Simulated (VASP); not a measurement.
# SiTeS (P4/mmm) in VASP: notebook, part 2 of 2

VASP 6.6.1. The steps go on from the part before.

## Step 4: Single point, PBE

INCAR

```
SYSTEM = SiTeS
  ALGO = Normal
  EDIFF = 1E-6
  ENCUT = 520
  GGA = PE
  ISIF = 2
  ISMEAR = 0
  LASPH = .True.
  LCHARG = .True.
  LELF = .True.
  LREAL = .False.
  LVHAR = .True.
  LWAVE = .False.
  NBANDS = 15
  NELM = 100
  PREC = Accurate
  SIGMA = 0.1
```

KPOINTS

```
k-points
0
Gamma
  6 6 4
  0 0 0
```

POSCAR

```
SiTeS
1.0
    3.3892939643      0.0000000000      0.0000000000
    0.0000000000      3.3892939643      0.0000000000
    0.0000000000      0.0000000000      5.6487646823
Si Te S
1 1 1
Direct
    0.0000000000      0.0000000000      0.0000000000
    0.0000000000      0.0000000000      0.5000000000
    0.5000000000      0.5000000000      0.0000000000
```

Potentials or basis: VASP PAW PBE potentials, release 64 (Si, Te, S).

Run with:

```console
$ cat potpaw_PBE.64/Si/POTCAR potpaw_PBE.64/Te/POTCAR potpaw_PBE.64/S/POTCAR > POTCAR
$ mpirun -np 1 vasp_std > vasp.out
```

OUTCAR:

```text
SYSTEM = SiTeS
   EDIFF = 1E-6
   ENCUT = 520
   GGA = PE
   ISIF = 2
   ISMEAR = 0
   LASPH = .True.
   LREAL = .False.
   NELM = 100
   PREC = Accurate

 ion  position               nearest neighbor table
   1  0.000  0.000  0.000-   3 2.40   3 2.40   3 2.40   3 2.40   2 2.82   2 2.82
   2  0.000  0.000  0.500-   1 2.82   1 2.82
   3  0.500  0.500  0.000-   1 2.40   1 2.40   1 2.40   1 2.40

  LATTYP: Found a simple tetragonal cell.
 ALAT       =     3.3892939643
 C/A-ratio  =     1.6666493794

  Lattice vectors:

 A1 = (   3.3892939643,   0.0000000000,   0.0000000000)
 A2 = (   0.0000000000,   3.3892939643,   0.0000000000)
 A3 = (   0.0000000000,   0.0000000000,   5.6487646823)

Analysis of symmetry for initial positions (statically):
=====================================================================
 Subroutine PRICEL returns:
 Original cell was already a primitive cell.

 Routine SETGRP: Setting up the symmetry group for a
 simple tetragonal supercell.

 Subroutine GETGRP returns: Found 16 space group operations
 (whereof 16 operations were pure point group operations)
 out of a pool of 16 trial point group operations.
[... 182 lines left out ...]
      8       8.5900      0.00000
      9       8.5900      0.00000
     10       9.5881      0.00000
     11      12.9808      0.00000
     12      13.8302      0.00000
     13      14.4944      0.00000
     14      14.5101      0.00000
[... 401 lines left out ...]
      2      -3.9021      2.00000
      3      -3.1861      2.00000
      4       1.8839      2.00000
      5       4.3881      2.00000
      6       5.3464      2.00000
      7       5.6357      2.00000
      8       7.3747      0.01236
      9       8.1999      0.00000
     10       8.5923      0.00000
     11       9.2433      0.00000
     12      10.3225      0.00000
     13      12.4413      0.00000
     14      14.9676      0.00000
     15      16.6484      0.00000

 [... further k-points ...]

------------------------ aborting loop because EDIFF is reached ----------------------------------------

  FORCE on cell =-STRESS in cart. coord.  units (eV):
  Direction    XX          YY          ZZ          XY          YZ          ZX
  --------------------------------------------------------------------------------------
  -------------------------------------------------------------------------------------
  Total       -0.1217750     -0.1217750     -0.1180166      0.0000000      0.0000000     -0.0000000
  in kB       -3.0067456     -3.0067456     -2.9139473      0.0000000      0.0000000     -0.0000000
  external PRESSURE =      -2.9758129 kB  Pullay stress =       0.0000000 kB

 VOLUME and BASIS-vectors are now :
 -----------------------------------------------------------------------------
  energy-cutoff  :      520.00
  volume of cell :       64.89
      direct lattice vectors                 reciprocal lattice vectors
     3.389293964  0.000000000  0.000000000     0.295046700  0.000000000  0.000000000
     0.000000000  3.389293964  0.000000000     0.000000000  0.295046700  0.000000000
     0.000000000  0.000000000  5.648764682     0.000000000  0.000000000  0.177029856

 POSITION                                       TOTAL-FORCE (eV/Angst)
 -----------------------------------------------------------------------------------
      0.00000      0.00000      0.00000         0.000000      0.000000      0.000000
      0.00000      0.00000      2.82438         0.000000      0.000000      0.000000
      1.69465      1.69465      0.00000         0.000000      0.000000      0.000000
 -----------------------------------------------------------------------------------
    total drift:                                0.000000      0.000000     -0.000000

  FREE ENERGIE OF THE ION-ELECTRON SYSTEM (eV)
  ---------------------------------------------------
  free  energy   TOTEN  =       -12.5721193548 eV

  energy  without entropy=      -12.5595003222  energy(sigma->0) =      -12.56580984
```

OSZICAR:

```text
N       E                     dE             d eps       ncg     rms          rms(c)
DAV:   1     0.566460527239E+02    0.56646E+02   -0.61849E+03   900   0.869E+02
DAV:   2    -0.903947798562E+01   -0.65686E+02   -0.60288E+02  1239   0.146E+02
DAV:   3    -0.127074716204E+02   -0.36680E+01   -0.36363E+01  1215   0.365E+01
DAV:   4    -0.127531889851E+02   -0.45717E-01   -0.45709E-01  1142   0.482E+00
DAV:   5    -0.127540686442E+02   -0.87966E-03   -0.87964E-03  1243   0.637E-01    0.112E+01
DAV:   6    -0.125746414664E+02    0.17943E+00   -0.34913E-01  1225   0.398E+00    0.573E+00
DAV:   7    -0.125769676122E+02   -0.23261E-02   -0.10927E-01  1138   0.203E+00    0.338E+00
DAV:   8    -0.125724092665E+02    0.45583E-02   -0.17141E-02  1145   0.917E-01    0.256E-01
DAV:   9    -0.125720332913E+02    0.37598E-03   -0.24723E-03  1166   0.333E-01    0.240E-01
DAV:  10    -0.125720731962E+02   -0.39905E-04   -0.27273E-04  1159   0.100E-01    0.189E-01
DAV:  11    -0.125721313444E+02   -0.58148E-04   -0.97735E-05  1131   0.586E-02    0.965E-02
DAV:  12    -0.125721186800E+02    0.12664E-04   -0.46871E-05  1138   0.477E-02    0.316E-02
DAV:  13    -0.125721193548E+02   -0.67475E-06   -0.77974E-06  1152   0.164E-02
   1 F= -.12572119E+02 E0= -.12565810E+02  d E =-.126190E-01
```

stdout:

```text
POSCAR found type information on POSCAR SiTeS
 POSCAR found :  3 types and       3 ions
 scaLAPACK will be used
 LDA part: xc-table for (Slater+PW92), standard interpolation
 POSCAR, INCAR and KPOINTS ok, starting setup
 FFT: planning ... GRIDC
 FFT: planning ... GRID_SOFT
 FFT: planning ... GRID
 WAVECAR not read
 entering main loop
```

Run time: 12 s. Hardware: 1 thread of Intel Xeon 6975P-C (Granite Rapids), shared host; peak memory 0.19 GiB.

Results:

| Quantity | Value |
| --- | --- |
| Free energy | -12.5721 eV |
| Pressure | -0.3 GPa |
| Band gap on the k mesh | zero (bands 8 and 9 overlap by 3.67 eV) |

Levels at points of the mesh, in eV from the Fermi level:
```
           k point  band 4  band 5  band 6  band 7  band 8  band 9  band 10  band 11  band 12  band 13
(0.00, 0.00, 0.00)   -4.25   -4.25   -3.46   -0.35    1.39    1.39     2.39     5.78     6.63     7.30
(0.50, 0.00, 0.00)   -4.55   -4.23   -3.41   -2.81    0.52    1.61     1.63     2.93     5.68     6.71
(0.50, 0.50, 0.00)   -7.57   -5.79   -3.40   -2.83   -2.83   -2.28     2.82     2.82     3.59     6.99
(0.00, 0.00, 0.50)   -4.19   -4.19   -3.92   -0.69    1.02    1.02     2.35     2.51     6.48     7.34
(0.50, 0.00, 0.50)   -5.31   -2.81   -1.85   -1.56    0.18    1.00     1.39     2.05     3.12     5.24
(0.50, 0.50, 0.50)   -7.46   -7.40   -3.40   -3.40   -2.48    0.64     1.69     4.93     5.41     5.41
```

Caveat: spin-orbit coupling is left out, which moves the levels of the heavy elements.

## Step 5: Relaxation of cell and atoms, PBE

This run uses another cell than the first one, of 26.95 Å³/atom.

INCAR

```
ALGO = Normal
EDIFF = 1E-6
EDIFFG = -0.04
ENCUT = 600
GGA = PE
IBRION = 2
ISIF = 3
ISMEAR = 0
LASPH = True
LCHARG = False
LREAL = False
LWAVE = False
NELM = 60
NSW = 90
PREC = Accurate
SIGMA = 0.1
```

KPOINTS

```
k-points
0
Gamma
  4 4 4
```

POSCAR

```
SiTeS
1.0
    4.1038265000      0.0000000000      0.0000000000
    0.0000000000      4.1038265000      0.0000000000
    0.0000000000      0.0000000000      4.8009364800
Si Te S
1 1 1
Direct
    0.0000000000      0.0000000000      0.0000000000
    0.0000000000      0.0000000000      0.5000000000
    0.5000000000      0.5000000000      0.0000000000
```

Potentials or basis: VASP PAW PBE potentials, release 64 (Si, Te, S).

Run with:

```console
$ cat potpaw_PBE.64/Si/POTCAR potpaw_PBE.64/Te/POTCAR potpaw_PBE.64/S/POTCAR > POTCAR
$ mpirun -np 1 vasp_std > vasp.out
```

OUTCAR:

```text
EDIFF = 1E-6
   EDIFFG = -0.04
   ENCUT = 600
   GGA = PE
   IBRION = 2
   ISIF = 3
   ISMEAR = 0
   LASPH = True
   LREAL = False
   NELM = 60
   NSW = 90
   PREC = Accurate

 ion  position               nearest neighbor table
   1  0.000  0.000  0.000-   2 2.40   2 2.40   3 2.90   3 2.90   3 2.90   3 2.90
   2  0.000  0.000  0.500-   1 2.40   1 2.40
   3  0.500  0.500  0.000-   1 2.90   1 2.90   1 2.90   1 2.90

  LATTYP: Found a simple tetragonal cell.
 ALAT       =     4.1038265000
 C/A-ratio  =     1.1698682876

  Lattice vectors:

 A1 = (   4.1038265000,   0.0000000000,   0.0000000000)
 A2 = (   0.0000000000,   4.1038265000,   0.0000000000)
 A3 = (   0.0000000000,   0.0000000000,   4.8009364800)

Analysis of symmetry for initial positions (statically):
=====================================================================
[... 160 lines left out ...]

 number of electron      16.0000000 magnetization

 Free energy of the ion-electron system (eV)
  ---------------------------------------------------
  ext. energy  EPLUGINS =         0.00000000
  ---------------------------------------------------
  free energy    TOTEN  =       -10.36014699 eV

  energy without entropy =      -10.33587647  energy(sigma->0) =      -10.34801173

 E-fermi :   4.0613     XC(G=0):  -9.0073

 val. band max:        4.0168648008   @ k =   0.5000   0.2500   0.2500
 cond. band min:       4.0891793879   @ k =   0.2500   0.0000   0.2500
 fundamental gap:      0.0723145872
 Fermi energy:         4.0612920830
[... 766 lines left out ...]
--------------------------------------- Ionic step        7  -------------------------------------------

 number of electron      16.0000002 magnetization

 Free energy of the ion-electron system (eV)
  ---------------------------------------------------
  ext. energy  EPLUGINS =         0.00000000
  ---------------------------------------------------
  free energy    TOTEN  =       -12.76037891 eV

  energy without entropy =      -12.75279941  energy(sigma->0) =      -12.75658916

 E-fermi :   6.9841     XC(G=0): -10.0157

 val. band max:        6.9569060025   @ k =   0.2500   0.0000   0.2500
 cond. band min:       7.2858904383   @ k =   0.5000   0.2500   0.5000
 fundamental gap:      0.3289844358
 Fermi energy:         6.9841460508
[... 298 lines left out ...]
  FREE ENERGIE OF THE ION-ELECTRON SYSTEM (eV)
  ---------------------------------------------------
  free  energy   TOTEN  =       -12.7603789135 eV

  energy  without entropy=      -12.7527994141  energy(sigma->0) =      -12.75658916

 reached required accuracy - stopping structural energy minimisation
```

Wall time 47 s (1 thread of Intel Xeon 6975P-C (Granite Rapids), shared host); peak memory 0.24 GiB.

What came out:

```yaml
Free_energy: -12.7604 eV
Relaxed_volume: 21.62 Å³/atom
Relaxed_cell: a = 3.384 Å, b = 3.384 Å, c = 5.664 Å, α = 90.00°, β = 90.00°, γ = 90.00°
Space_group_after_relaxing_to_0.1_Å: P4/mmm (No. 123)
Energy_gained_by_relaxing: 800.1 meV/atom
Ionic_steps: 7
Pressure_after_relaxing: 0.1 GPa
Band_gap_on_the_k_mesh: zero (bands 8 and 9 overlap by 3.82 eV)
```

Stress tensor (GPa, compression positive):
```
 0.28  0.00  0.00
 0.00  0.28  0.00
 0.00  0.00 -0.19
```

The path:
```tsv
step	energy change (eV)	largest force (eV/Å)	pressure (GPa)	volume (Å³)
1	0.0000	0.0000	0.26	80.85
2	-1.6139	0.0000	-8.63	79.79
3	-2.0153	0.0000	-8.14	77.79
4	-2.1283	0.0000	5.52	62.30
5	-2.2912	0.0000	-2.02	68.43
6	-2.3923	0.0000	-0.48	65.68
7	-2.4002	0.0000	0.13	64.86
```

Final structure:
```
Si Te S
1.0
     3.38398    0.00000    0.00000
     0.00000    3.38398    0.00000
     0.00000    0.00000    5.66440
Si Te S
1 1 1
Cartesian
  0.0000 0.0000 0.0000
  0.0000 0.0000 2.8322
  1.6920 1.6920 5.6644
```

Caveat: the k points lie up to 0.46 Å⁻¹ apart in the final cell, too coarse for converged energies and pressures of a metal; the volume moved by over 15 % at a fixed basis, so the end points are rough; spin-orbit coupling is left out, which moves the levels of the heavy elements.

## Step 6: Relaxation of cell and atoms, PBE

INCAR

```
SYSTEM = SiTeS
  PREC = Accurate
  ENCUT = 600
  EDIFF = 1E-7
  ISMEAR = 0
  SIGMA = 0.1
  LREAL = .False.
  LASPH = .True.
  NELM = 100
  ALGO = Normal
  ISIF = 3
  LWAVE = .False.
  LCHARG = .False.
  GGA = PE
  IBRION = 2
  NSW = 90
  EDIFFG = -0.04
```

KPOINTS

```
Automatic mesh
0
Gamma
  6 6 4
  0 0 0
```

POSCAR

```
SiTeS
1.0
    3.3892939643      0.0000000000      0.0000000000
    0.0000000000      3.3892939643      0.0000000000
    0.0000000000      0.0000000000      5.6487646823
Si Te S
1 1 1
Direct
    0.0000000000      0.0000000000      0.0000000000
    0.0000000000      0.0000000000      0.5000000000
    0.5000000000      0.5000000000      0.0000000000
```

Potentials or basis: VASP PAW PBE potentials, release 64 (Si, Te, S).

Run with:

```console
$ cat potpaw_PBE.64/Si/POTCAR potpaw_PBE.64/Te/POTCAR potpaw_PBE.64/S/POTCAR > POTCAR
$ mpirun -np 1 vasp_std > vasp.out
```

It took 14 s on 1 thread of Intel Xeon 6975P-C (Granite Rapids), shared host; peak memory 0.2 GiB.

Results (log left out):

```
Free energy             : -12.5724 eV
Pressure after relaxing : -0.3 GPa
Band gap on the k mesh  : zero (bands 8 and 9 overlap by 3.67 eV)
```

Final structure:
```
CELL_PARAMETERS angstrom
3.38929 0.00000 0.00000
0.00000 3.38929 0.00000
0.00000 0.00000 5.64876
ATOMIC_POSITIONS crystal
Si 0.00000 0.00000 0.00000
Te 0.00000 0.00000 0.50000
S 0.50000 0.50000 0.00000
```

Levels at points of the mesh, in eV from the Fermi level:
```csv
k point,band 6,band 7,band 8,band 9,band 10,band 11
"(0.00, 0.00, 0.00)",-3.46,-0.35,1.39,1.39,2.39,5.78
"(0.50, 0.00, 0.00)",-3.41,-2.81,0.52,1.61,1.63,2.93
"(0.50, 0.50, 0.00)",-3.40,-2.83,-2.83,-2.28,2.82,2.82
"(0.00, 0.00, 0.50)",-3.92,-0.69,1.02,1.02,2.35,2.51
"(0.50, 0.00, 0.50)",-1.85,-1.56,0.18,1.00,1.39,2.05
"(0.50, 0.50, 0.50)",-3.40,-3.40,-2.48,0.64,1.69,4.93
```

Caveat: spin-orbit coupling is left out, which moves the levels of the heavy elements.

## Step 7: Summary

```tsv
task	cell	k mesh	cutoff (eV)	gap on the mesh (eV)	pressure (GPa)	relaxed volume (Å³/atom)
single point	a = 3.389, b = 3.389, c = 5.649 Å, 3 atoms	4 × 4 × 4	520	none	0.0	-
single point	a = 4.104, b = 4.104, c = 4.801 Å, 3 atoms	4 × 4 × 4	520	none	0.2	-
single point	a = 3.389, b = 3.389, c = 5.649 Å, 3 atoms	6 × 6 × 4	520	none	-0.3	-
relaxation of cell and atoms	relaxed from a = 4.104, b = 4.104, c = 4.801 Å, 3 atoms	4 × 4 × 4	600	none	0.1	21.62
relaxation of cell and atoms	relaxed from a = 3.389, b = 3.389, c = 5.649 Å, 3 atoms	6 × 6 × 4	600	none	-0.3	21.63
```

Alike in all rows: level PBE; potentials or basis VASP PAW PBE potentials, release 64 (Si, Te, S); no spin polarisation; smearing gaussian 0.1 eV.

Caveats: some runs use coarse meshes; spin-orbit coupling is left out, which moves the levels of the heavy elements; the volume moved by over 15 % at a fixed basis, so the end points are rough (at least some runs).

Absolute energies hang on the potentials; compare differences alone.

The gap in the log of VASP goes by the Fermi energy; the results here count the filled bands.